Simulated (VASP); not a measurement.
# Fe (Im-3m) in VASP: notebook

Fe is run at these levels: PBE; tasks: single point.

All numbers are computed with VASP 6.6.1; they aren't measurements. Logs are shortened: lines on timing, memory, paths and dates and some standing lists are left out, and cuts for length are marked.

## 1. The cell of the first run

Symmetry: Im-3m, No. 229, cubic system. The conventional cell has a = 2.762 Å, b = 2.762 Å, c = 2.762 Å, α = 90.00°, β = 90.00°, γ = 90.00°. Within 3.2 Å of Fe (site symmetry m-3m) lie 14 Fe at 2.39 to 2.76 Å.

## 2. Single point, PBE

Input file INCAR:

```
SYSTEM = Fe
PREC = Accurate
ENCUT = 600
EDIFF = 1E-6
ISMEAR = -1
SIGMA = 0.1
LREAL = .False.
LASPH = .True.
NELM = 120
ALGO = Normal
ISIF = 2
LWAVE = .False.
LCHARG = .True.
GGA = PE
LELF = .True.
LVHAR = .True.
NBANDS = 10
GGA_COMPAT = .False.
```

Input file KPOINTS:

```
Automatic mesh
0
Gamma
  4 4 4
  0 0 0
```

Input file POSCAR:

```
Fe
1.0
   -1.3807996972      1.3807996972      1.3807996972
    1.3807996972     -1.3807996972      1.3807996972
    1.3807996972      1.3807996972     -1.3807996972
Fe
1
Direct
    0.0000000000      0.0000000000      0.0000000000
```

Potentials or basis: VASP PAW PBE potentials, release 64 (Fe).

Launch:

```sh
$ cat potpaw_PBE.64/Fe/POTCAR > POTCAR
$ mpirun -np 1 vasp_std > vasp.out
```

OUTCAR:

```text
SYSTEM = Fe
   PREC = Accurate
   ENCUT = 600
   EDIFF = 1E-6
   ISMEAR = -1
   LREAL = .False.
   LASPH = .True.
   NELM = 120
   ISIF = 2
   GGA = PE

 ion  position               nearest neighbor table
   1  0.000  0.000  0.000-

  LATTYP: Found a body centered cubic cell.
 ALAT       =     2.7615993944

  Lattice vectors:

 A1 = (  -1.3807996972,   1.3807996972,   1.3807996972)
 A2 = (   1.3807996972,  -1.3807996972,   1.3807996972)
 A3 = (   1.3807996972,   1.3807996972,  -1.3807996972)

Analysis of symmetry for initial positions (statically):
=====================================================================
 Subroutine PRICEL returns:
 Original cell was already a primitive cell.

 Routine SETGRP: Setting up the symmetry group for a
 body centered cubic supercell.

 Subroutine GETGRP returns: Found 48 space group operations
 (whereof 48 operations were pure point group operations)
 out of a pool of 48 trial point group operations.

The static configuration has the point symmetry O_h .

Analysis of symmetry for dynamics (positions and initial velocities):
=====================================================================
 Subroutine PRICEL returns:
 Original cell was already a primitive cell.

 Routine SETGRP: Setting up the symmetry group for a
 body centered cubic supercell.

 Subroutine GETGRP returns: Found 48 space group operations
 (whereof 48 operations were pure point group operations)
 out of a pool of 48 trial point group operations.

The dynamic configuration has the point symmetry O_h .

 Subroutine INISYM returns: Found 48 space group operations
 (whereof 48 operations are pure point group operations),
 and found     1 'primitive' translations

----------------------------------------------------------------------------------------

                                     Primitive cell

  volume of cell :      10.5306

  direct lattice vectors                    reciprocal lattice vectors
    -1.380799697  1.380799697  1.380799697     0.000000000  0.362109002  0.362109002
     1.380799697 -1.380799697  1.380799697     0.362109002  0.000000000  0.362109002
     1.380799697  1.380799697 -1.380799697     0.362109002  0.362109002  0.000000000

  length of vectors
     2.391615231  2.391615231  2.391615231     0.512099461  0.512099461  0.512099461

  position of ions in fractional coordinates (direct lattice)
     0.000000000  0.000000000  0.000000000

  ion indices of the primitive-cell ions
   primitive index   ion index
                 1           1

----------------------------------------------------------------------------------------

 KPOINTS: Automatic mesh

Automatic generation of k-mesh.
 Grid dimensions read from file:
 generate k-points for:    4    4    4

 Generating k-lattice:

  Cartesian coordinates                     Fractional coordinates (reciprocal lattice)
     0.000000000  0.090527250  0.090527250     0.250000000  0.000000000  0.000000000
     0.090527250  0.000000000  0.090527250     0.000000000  0.250000000  0.000000000
     0.090527250  0.090527250  0.000000000     0.000000000  0.000000000  0.250000000

  Length of vectors
     0.128024865  0.128024865  0.128024865

  Shift w.r.t. Gamma in fractional coordinates (k-lattice)
     0.000000000  0.000000000  0.000000000

 Subroutine IBZKPT returns following result:
 ===========================================

 Found      8 irreducible k-points:

 Following reciprocal coordinates:
            Coordinates               Weight
  0.000000  0.000000  0.000000      1.000000
  0.250000  0.000000  0.000000     12.000000
  0.500000  0.000000  0.000000      6.000000
  0.250000  0.250000  0.000000     24.000000
  0.250000  0.250000  0.250000      2.000000
 -0.250000  0.250000  0.250000      6.000000
  0.500000  0.500000  0.250000     12.000000
  0.500000  0.500000  0.500000      1.000000
   k-points           NKPTS =      8   k-points in BZ     NKDIM =      8   number of bands    NBANDS=     10
   number of dos      NEDOS =    301   number of ions     NIONS =      1
   total plane-waves  NPLWV =   8000
   dimension x,y,z NGX =    20 NGY =   20 NGZ =   20
   dimension x,y,z NGXF=    40 NGYF=   40 NGZF=   40
   ions per type =               1
   NGX,Y,Z   is equivalent  to a cutoff of  13.90, 13.90, 13.90 a.u.
   NGXF,Y,Z  is equivalent  to a cutoff of  27.80, 27.80, 27.80 a.u.
 SYSTEM =  Fe
   PREC   = accura    normal or accurate (medium, high low for compatibility)
   ISTART =      0    job   : 0-new  1-cont  2-samecut
   ICHARG =      2    charge: 1-file 2-atom 10-const
   ISPIN  =      1    spin polarized calculation?
   LNONCOLLINEAR =      F non collinear calculations
   LSORBIT =      F    spin-orbit coupling
   LASPH  =      T    aspherical Exc in radial PAW
   ENCUT  =  600.0 eV  44.10 Ry    6.64 a.u.   4.78  4.78  4.78*2*pi/ulx,y,z
   NELM   =    120;   NELMIN=  2; NELMDL= -5     # of ELM steps
   EDIFF  = 0.1E-05   stopping-criterion for ELM
   LREAL  =      F    real-space projection
   EDIFFG = 0.1E-04   stopping-criterion for IOM
   NSW    =      0    number of steps for IOM
   IBRION =     -1    ionic relax: 0-MD 1-quasi-New 2-CG
   NFREE  =      0    steps in history (QN), initial steepest desc. (CG)
   ISIF   =      2    stress and relaxation
   ISYM   =      2    0-nonsym 1-usesym 2-fastsym
   POTIM  = 0.5000    time-step for ionic-motion
   TEBEG  =    0.0;   TEEND  =   0.0 temperature during run
   PSTRESS=    0.0 pullay stress
   NELECT =       8.0000    total number of electrons
   NUPDOWN=      -1.0000    fix difference up-down
   EMIN   =  10.00;   EMAX   =-10.00  energy-range for DOS
   EFERMI =   0.00;   METHOD = LEGACY
   ISMEAR =    -1;   SIGMA  =   0.10  broadening in eV -4-tet -1-fermi 0-gaus
   EFERMI_NEDOS =   21; number of points for ismear=-14 and -15
   IALGO  =     38    algorithm
   IMIX   =      4    mixing-type and parameters
     AMIX     =   0.40;   BMIX     =  1.00
     AMIX_MAG =   1.60;   BMIX_MAG =  1.00
  volume/ion in A,a.u.               =      10.53        71.06
  Fermi-wavevector in a.u.,A,eV,Ry     =   1.493783  2.822840 30.359868  2.231387
  Thomas-Fermi vector in A             =   2.606139
   LORBIT       =      0    0 simple, 1 ext, 2 COOP (PROOUT), +10 PAW based schemes
   GGA     = PE    functional components
   LHFCALC =     F    Hartree Fock is set to
   AEXX    =    0.0000 exact exchange contribution
   IVDW    =     0    specifies the selected vdW correction
   LEPSILON=     F    determine dielectric tensor
   LRPA    =     F    only Hartree local field effects (RPA)
 non-spin polarized calculation
  energy-cutoff  :      600.00
  volume of cell :       10.53
 maximum number of plane-waves:       370
   NGX =  9   NGY =  9   NGZ =  9

 number of electron       7.9999995 magnetization

 Free energy of the ion-electron system (eV)
  ---------------------------------------------------
  ext. energy  EPLUGINS =         0.00000000
  ---------------------------------------------------
  free energy    TOTEN  =        -7.79409231 eV

  energy without entropy =       -7.67906584  energy(sigma->0) =       -7.73657908

 E-fermi :   6.7818     XC(G=0): -13.5673

 val. band max:        6.6664907335   @ k =   0.2500   0.2500   0.0000
 cond. band min:       6.8211635071   @ k =   0.5000   0.0000   0.0000
 fundamental gap:      0.1546727736
 Fermi energy:         6.7817919114

 k-point     1 :       0.0000    0.0000    0.0000
  band No.  band energies     occupation
      1      -2.1742      2.00000
      2       5.1002      2.00000
      3       5.1002      2.00000
      4       5.1002      2.00000
      5       6.8350      0.74013
      6       6.8350      0.74007
      7      32.2917      0.00000
      8      32.2917      0.00000
      9      32.2917      0.00000
     10      38.0670      0.00000

 k-point     2 :       0.2500    0.0000    0.0000
  band No.  band energies     occupation
      1       0.2527      2.00000
      2       4.4145      2.00000
      3       4.8506      2.00000
      4       6.5283      1.85310
      5       6.5666      1.79170
      6       6.9249      0.38582
      7      23.6101      0.00000
      8      28.7076      0.00000
      9      31.8058      0.00000
     10      32.6901      0.00000

 k-point     3 :       0.5000    0.0000    0.0000
  band No.  band energies     occupation
      1       1.9149      2.00000
      2       3.7854      2.00000
      3       6.8212      0.80565
      4       7.0905      0.08731
      5       7.1933      0.03214
      6       8.2636      0.00000
      7      15.3448      0.00000
      8      25.6563      0.00000
      9      28.3852      0.00000
     10      31.5427      0.00000

 k-point     4 :       0.2500    0.2500    0.0000
  band No.  band energies     occupation
      1       2.8474      2.00000
      2       3.8224      2.00000
      3       4.4473      2.00000
      4       6.6665      1.52012
      5       7.2215      0.02434
      6      10.0022      0.00000
      7      18.7464      0.00000
      8      19.7929      0.00000
      9      27.6636      0.00000
     10      34.3020      0.00000

 k-point     5 :       0.2500    0.2500    0.2500
  band No.  band energies     occupation
      1       3.8237      2.00000
      2       3.8237      2.00000
      3       3.8237      2.00000
      4       7.1370      0.05572
      5       7.1370      0.05571
      6      16.2368      0.00000
      7      16.2368      0.00000
      8      16.2368      0.00000
      9      18.8111      0.00000
     10      47.0159      0.00000

 k-point     6 :      -0.2500    0.2500    0.2500
  band No.  band energies     occupation
      1       1.9990      2.00000
      2       4.4266      2.00000
      3       5.5620      1.99999
      4       5.5620      1.99999
      5       6.4820      1.90492
      6       8.0740      0.00000
      7      25.0561      0.00000
      8      25.0561      0.00000
      9      25.1999      0.00000
     10      27.8402      0.00000

 k-point     7 :       0.5000    0.5000    0.2500
  band No.  band energies     occupation
      1       2.8458      2.00000
      2       3.4505      2.00000
      3       5.4931      1.99999
      4       6.2504      1.99021
      5       8.1020      0.00000
      6      12.6065      0.00000
      7      15.6832      0.00000
      8      21.5623      0.00000
      9      24.9533      0.00000
     10      30.6850      0.00000

 k-point     8 :       0.5000    0.5000    0.5000
  band No.  band energies     occupation
      1       2.1724      2.00000
      2       2.1724      2.00000
      3       7.9428      0.00002
      4       7.9428      0.00002
      5       7.9428      0.00002
      6      17.2729      0.00000
      7      17.2729      0.00000
      8      17.2729      0.00000
      9      23.5787      0.00000
     10      23.5787      0.00000

------------------------ aborting loop because EDIFF is reached ----------------------------------------

  FORCE on cell =-STRESS in cart. coord.  units (eV):
  Direction    XX          YY          ZZ          XY          YZ          ZX
  --------------------------------------------------------------------------------------
  -------------------------------------------------------------------------------------
  Total        0.0151382      0.0151382      0.0151382      0.0000000      0.0000000     -0.0000000
  in kB        2.3032000      2.3032000      2.3032000      0.0000000      0.0000000     -0.0000000
  external PRESSURE =       2.3032000 kB  Pullay stress =       0.0000000 kB

 VOLUME and BASIS-vectors are now :
 -----------------------------------------------------------------------------
  energy-cutoff  :      600.00
  volume of cell :       10.53
      direct lattice vectors                 reciprocal lattice vectors
    -1.380799697  1.380799697  1.380799697     0.000000000  0.362109002  0.362109002
     1.380799697 -1.380799697  1.380799697     0.362109002  0.000000000  0.362109002
     1.380799697  1.380799697 -1.380799697     0.362109002  0.362109002  0.000000000

 POSITION                                       TOTAL-FORCE (eV/Angst)
 -----------------------------------------------------------------------------------
      0.00000      0.00000      0.00000         0.000000      0.000000      0.000000
 -----------------------------------------------------------------------------------
    total drift:                                0.000000      0.000000      0.000000

  FREE ENERGIE OF THE ION-ELECTRON SYSTEM (eV)
  ---------------------------------------------------
  free  energy   TOTEN  =        -7.7940923093 eV

  energy  without entropy=       -7.6790658424  energy(sigma->0) =       -7.73657908
```

It took 3.3 s on 1 thread of Intel Xeon 8259CL, shared host; peak memory 0.12 GiB.

What came out:

- Free energy: -7.7941 eV
- Pressure: 0.2 GPa
- Band gap on the k mesh: zero (band 4 reaches 7.94 eV, above the bottom of band 5 at 6.48 eV)

Levels at points of the mesh, in eV from the Fermi level:
| k point | band 1 | band 2 | band 3 | band 4 | band 5 | band 6 | band 7 | band 8 | band 9 |
| --- | --- | --- | --- | --- | --- | --- | --- | --- | --- |
| (0.00, 0.00, 0.00) | -8.96 | -1.68 | -1.68 | -1.68 | 0.05 | 0.05 | 25.51 | 25.51 | 25.51 |
| (0.50, 0.00, 0.00) | -4.87 | -3.00 | 0.04 | 0.31 | 0.41 | 1.48 | 8.56 | 18.87 | 21.60 |
| (0.50, 0.50, 0.50) | -4.61 | -4.61 | 1.16 | 1.16 | 1.16 | 10.49 | 10.49 | 10.49 | 16.80 |

Caveat: the k points lie up to 0.80 Å⁻¹ apart; the run has no spin polarisation, though such a crystal can be magnetic. Spin polarisation is off, so any magnetic state and its effect on volume and gap are missing.

## 3. Single point, PBE

Edit INCAR of step 2 so:

```diff
@@ -12,6 +12,4 @@
 LWAVE = .False.
-LCHARG = .True.
+LCHARG = .False.
 GGA = PE
-LELF = .True.
-LVHAR = .True.
 NBANDS = 10
```

Input file KPOINTS:

```
regular mesh
0
Gamma
  6 6 6
  0 0 0
```

POSCAR is that of step 2.

Potentials or basis: VASP PAW PBE potentials, release 64 (Fe).

Launch:

```sh
$ cat potpaw_PBE.64/Fe/POTCAR > POTCAR
$ mpirun -np 1 vasp_std > vasp.out
```

It took 3.6 s on 1 thread of Intel Xeon 8259CL, shared host; peak memory 0.12 GiB.

The run converged. Its results:

```
Free energy            : -7.7641 eV
Pressure               : 0.9 GPa
Band gap on the k mesh : zero (band 4 reaches 7.79 eV, above the bottom of band 5 at 5.64 eV)
```

Levels at points of the mesh, in eV from the Fermi level:
```csv
k point,band 2,band 3,band 4,band 5,band 6,band 7
"(0.00, 0.00, 0.00)",-1.81,-1.81,-1.81,-0.07,-0.07,25.52
"(0.50, 0.00, 0.00)",-3.11,-0.09,0.18,0.41,1.33,8.48
"(0.50, 0.50, 0.50)",-4.68,1.01,1.01,1.01,10.48,10.48
```

Caveat: the k points lie up to 0.54 Å⁻¹ apart; the run has no spin polarisation, though such a crystal can be magnetic.

## 4. Single point, PBE

Input file INCAR:

```
ALGO     = Normal         # electronic algorithm
EDIFF    = 1E-6           # SCF threshold, eV
ENCUT    = 600            # plane-wave cutoff, eV
GGA      = PE             # functional
GGA_COMPAT= False        
ISIF     = 2              # what is computed and relaxed
ISMEAR   = -1             # smearing method
LASPH    = True           # aspherical terms in the spheres
LCHARG   = False          # write CHGCAR
LREAL    = False          # projectors in reciprocal space
LWAVE    = False          # write WAVECAR
NBANDS   = 10             # bands
NELM     = 120            # most SCF steps
PREC     = Accurate       # precision mode
SIGMA    = 0.1            # smearing width, eV
```

Input file KPOINTS:

```
k-points
0
Gamma
  8 8 8
```

POSCAR is that of step 3.

Launch:

```sh
$ cat potpaw_PBE.64/Fe/POTCAR > POTCAR
$ mpirun -np 1 vasp_std > vasp.out
```

It took 4.4 s on 1 thread of Intel Xeon 8259CL, shared host; peak memory 0.13 GiB.

Results (log left out):

- Free energy: -7.8300 eV
- Pressure: -0.8 GPa
- Band gap on the k mesh: zero (band 4 reaches 7.74 eV, above the bottom of band 5 at 5.97 eV)

Levels at points of the mesh, in eV from the Fermi level:
```
           k point  band 1  band 2  band 3  band 4  band 5  band 6  band 7  band 8
(0.00, 0.00, 0.00)   -8.91   -1.80   -1.80   -1.80   -0.06   -0.06   25.58   25.58
(0.50, 0.00, 0.00)   -4.90   -3.09   -0.08    0.19    0.46    1.33    8.51   18.94
(0.50, 0.50, 0.50)   -4.65   -4.65    1.02    1.02    1.02   10.52   10.52   10.52
```

Caveat: the k points lie up to 0.40 Å⁻¹ apart; the run has no spin polarisation, though such a crystal can be magnetic. Spin polarisation is off, so any magnetic state and its effect on volume and gap are missing.

## 5. Single point, PBE

Input file INCAR:

```
ALGO = Normal
EDIFF = 1E-6
ENCUT = 600
GGA = PE
GGA_COMPAT = False
ISIF = 2
ISMEAR = -1
LASPH = True
LCHARG = False
LREAL = False
LWAVE = False
NBANDS = 10
NELM = 120
PREC = Accurate
SIGMA = 0.1
```

Input file KPOINTS:

```
k-points
0
Gamma
  10 10 10
```

POSCAR is that of step 4.

Launch:

```sh
$ cat potpaw_PBE.64/Fe/POTCAR > POTCAR
$ mpirun -np 1 vasp_std > vasp.out
```

Wall time 6.1 s (1 thread of Intel Xeon 8259CL, shared host); peak memory 0.12 GiB.

It converged, with:

```yaml
Free_energy: -7.8175 eV
Pressure: -0.4 GPa
Band_gap_on_the_k_mesh: zero (band 4 reaches 7.73 eV, above the bottom of band 5 at 5.85 eV)
```

Levels at points of the mesh, in eV from the Fermi level:
```
           k point  band 1  band 2  band 3  band 4  band 5  band 6  band 7  band 8
(0.00, 0.00, 0.00)   -8.87   -1.77   -1.77   -1.77   -0.04   -0.04   25.62   25.62
(0.50, 0.00, 0.00)   -4.87   -3.06   -0.06    0.21    0.50    1.36    8.54   18.98
(0.50, 0.50, 0.50)   -4.62   -4.62    1.04    1.04    1.04   10.56   10.56   10.56
```

Caveat: the run has no spin polarisation, though such a crystal can be magnetic. Spin polarisation is off, so any magnetic state and its effect on volume and gap are missing.

## 6. Single point, PBE

Input file INCAR:

```
  PREC = Accurate
  ENCUT = 600
  EDIFF = 1E-6
  ISMEAR = -1
  SIGMA = 0.1
  LREAL = F
  LASPH = T
  NELM = 120
  ALGO = Normal
  ISIF = 2
  LWAVE = F
  LCHARG = T
  GGA = PE
  LELF = T
  LVHAR = T
  NBANDS = 10
  GGA_COMPAT = F
```

Input file KPOINTS:

```
regular mesh
0
Gamma
  13 13 13
```

POSCAR is that of step 5.

Potentials or basis: VASP PAW PBE potentials, release 64 (Fe).

Launch:

```sh
$ cat potpaw_PBE.64/Fe/POTCAR > POTCAR
$ mpirun -np 1 vasp_std > vasp.out
```

Wall time 9.8 s (1 thread of Intel Xeon 8259CL, shared host); peak memory 0.13 GiB.

The run converged. Its results:

* Free energy: -7.8174 eV
* Pressure: -0.5 GPa
* Band gap on the k mesh: zero (band 4 reaches 7.62 eV, above the bottom of band 5 at 5.62 eV)

Levels at points of the mesh, in eV from the Fermi level:
```tsv
k point	band 1	band 2	band 3	band 4	band 5	band 6	band 7	band 8
(0.00, 0.00, 0.00)	-8.88	-1.78	-1.78	-1.78	-0.04	-0.04	25.61	25.61
```

Caveat: the run has no spin polarisation, though such a crystal can be magnetic. Spin polarisation is off, so any magnetic state and its effect on volume and gap are missing.

## 7. Summary

| k mesh | gap on the mesh (eV) | pressure (GPa) |
| --- | --- | --- |
| 4 × 4 × 4 | none | 0.2 |
| 6 × 6 × 6 | none | 0.9 |
| 8 × 8 × 8 | none | -0.8 |
| 10 × 10 × 10 | none | -0.4 |
| 13 × 13 × 13 | none | -0.5 |

Alike in all rows: task single point; level PBE; potentials or basis VASP PAW PBE potentials, release 64 (Fe); no spin polarisation; cell as given; cutoff (eV) 600; smearing fermi-dirac 0.1 eV.

Caveats: some runs use coarse meshes; the run has no spin polarisation, though such a crystal can be magnetic.

Total energies depend on the potentials used, so only differences within one code and one set of settings carry meaning.
